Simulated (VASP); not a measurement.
Write the native input for VASP 6.6.1 that does the following.

| Item | Value |
| --- | --- |
| Task | single point |
| Functional | r2SCAN |
| Potentials or basis | VASP PAW PBE potentials, release 64 (Si, C) |
| Cutoff | 520 eV |
| k mesh | 12 × 12 × 6 |
| Occupations | gaussian, width 0.01 eV |
| Spin | no spin polarisation |
| Dipole correction | no |
| Further INCAR settings | ALGO = Normal; EDIFF = 1e-07; NBANDS = 16 |

SiC:

```xyz
4
Lattice="3.0754 0.0000 0.0000 -1.5377 2.6633 0.0000 0.0000 0.0000 5.0481" Properties=species:S:1:pos:R:3 pbc="T T T"
Si    0.0000    1.7756    2.5220
Si    1.5377    0.8878    5.0460
C     0.0000    1.7756    4.4192
C     1.5377    0.8878    1.8951
```

The input as run:

POSCAR

```
SiC
1.0
    3.0753564102      0.0000000000      0.0000000000
   -1.5376782051      2.6633367769      0.0000000000
    0.0000000000      0.0000000000      5.0481087173
Si C
2 2
Direct
    0.3333333333      0.6666666667      0.4995917774
    0.6666666667      0.3333333333      0.9995917774
    0.3333333333      0.6666666667      0.8754082226
    0.6666666667      0.3333333333      0.3754082226
```

INCAR.step1

```
SYSTEM = SiC
  PREC = Accurate
  ENCUT = 520
  ISMEAR = 0
  SIGMA = 0.01
  LREAL = .FALSE.
  LASPH = .TRUE.
  NELM = 80
  NBANDS = 16
  GGA = PE
  ALGO = Normal
  EDIFF = 1E-4
  LWAVE = .TRUE.
  LCHARG = .FALSE.
```

INCAR.step2

```
SYSTEM = SiC
  PREC = Accurate
  ENCUT = 520
  EDIFF = 1E-7
  ISMEAR = 0
  SIGMA = 0.01
  LREAL = .FALSE.
  LASPH = .TRUE.
  NELM = 80
  ALGO = Normal
  ISIF = 2
  LWAVE = .FALSE.
  LCHARG = .FALSE.
  METAGGA = R2SCAN
  LMIXTAU = .TRUE.
  NBANDS = 16
  ISTART = 1
```

KPOINTS

```
regular mesh
0
G
  12 12 6
  0 0 0
```

Potentials or basis: VASP PAW PBE potentials, release 64 (Si, C).

Launch:

```sh
$ cat potpaw_PBE.64/Si/POTCAR potpaw_PBE.64/C/POTCAR > POTCAR
$ cp INCAR.step1 INCAR
$ mpirun -np 1 vasp_std > vasp.out
$ cp INCAR.step2 INCAR
$ mpirun -np 1 vasp_std > vasp.out
```

It gave:

- Pressure: -0.2 GPa
- Band gap on the k mesh: 2.66 eV, indirect (least direct gap 4.48 eV)

Caveat: the PAW data sets were made with another functional, which shifts forces and pressure a little.

Wall time 3.4 min on 1 thread of AMD EPYC 9R45 (Zen 5), on a shared host, peak memory 0.15 GiB.
